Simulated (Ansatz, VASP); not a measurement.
# CdS: VASP beside Ansatz

```xyz
2
Lattice="0.0000 2.7195 2.7195 2.7195 0.0000 2.7195 2.7195 2.7195 0.0000" Properties=species:S:1:pos:R:3 pbc="T T T"
Cd    0.0000    0.0000    0.0000
S     2.7195    2.7195    2.7195
```

Alike in both runs: task single point; functional PBE; k mesh 6 × 6 × 6; no spin polarisation.

|  | VASP | Ansatz |
| --- | --- | --- |
| version | VASP 6.6.1 | Ansatz 0.2.0 |
| potentials or method | VASP PAW PBE potentials, release 64 (Cd_sv_GW, S) | plane waves, PAW |
| plane-wave cutoff (eV) | 630 | 420 |
| occupations | gaussian, width 0.01 eV | fixed |
| valence electrons in the cell | 26 | 26 |

|  | VASP | Ansatz | Ansatz less VASP |
| --- | --- | --- | --- |
| gap on the k mesh at the Fermi level (eV) | 0.25 | 0.25 | +0.003 |
| pressure (GPa) | 2.2 | 2.4 | +0.18 |
